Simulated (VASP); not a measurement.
Al2Ru: single point with r2SCAN

The system is Al2Ru.

```xyz
6
Lattice="0.0000 3.9895 4.3915 2.3534 0.0000 4.3915 2.3534 3.9895 0.0000" Properties=species:S:1:pos:R:3 pbc="T T T"
Al    1.1767    0.6307    2.1957
Al    1.1767    3.3588    2.1957
Al    2.3534    1.3640    4.3915
Al    2.3534    6.6150    4.3915
Ru    3.5300    5.9843    6.5872
Ru    2.3534    3.9895    4.3915
```

- Program: VASP 6.6.1
- Task: single point
- Functional: r2SCAN
- Potentials or basis: VASP PAW PBE potentials, release 64 (Al, Ru_pv)
- Cutoff: 520 eV
- k mesh: 10 × 10 × 10
- Occupations: gaussian, width 0.03 eV
- Spin: no spin polarisation
- Dipole correction: no
- Further INCAR settings: ALGO = Normal; EDIFF = 1e-07; NBANDS = 29

```yaml
Pressure: -0.1 GPa
Largest_force: 0.005 eV/Å
```

Forces in eV/Å, atoms in the order of the input:
```
Al   0.000  0.005  0.000
Al   0.000 -0.005  0.000
Al   0.000 -0.005  0.000
Al   0.000  0.005  0.000
Ru   0.000  0.000  0.000
Ru   0.000  0.000  0.000
```

Stress tensor (GPa, compression positive):
```
-0.17  0.00  0.00
 0.00 -0.10  0.00
 0.00  0.00 -0.08
```

Levels at points of the mesh, in eV from the Fermi level:
```csv
k point,band 17,band 18,band 19,band 20,band 21,band 22,band 23,band 24
"(0.00, 0.00, 0.00)",-2.19,-1.43,-1.31,-0.09,1.75,2.28,2.43,2.64
"(0.50, 0.00, 0.00)",-2.35,-2.30,-1.27,-1.04,0.32,0.71,1.96,3.44
"(0.50, 0.50, 0.00)",-1.74,-1.74,-1.46,-1.46,2.27,2.27,2.59,2.59
"(0.50, 0.00, 0.50)",-2.52,-2.52,-1.61,-1.61,1.79,1.79,2.56,2.56
"(0.00, 0.50, 0.50)",-2.70,-2.70,-1.39,-1.39,0.34,0.34,4.80,4.80
```

Run time: 16 min on 1 thread of Intel(R) Xeon(R) 6975P-C (Granite Rapids) (shared host), peak memory 0.5 GiB.

Caveat: the PAW data sets were made with another functional, which shifts forces and pressure a little.
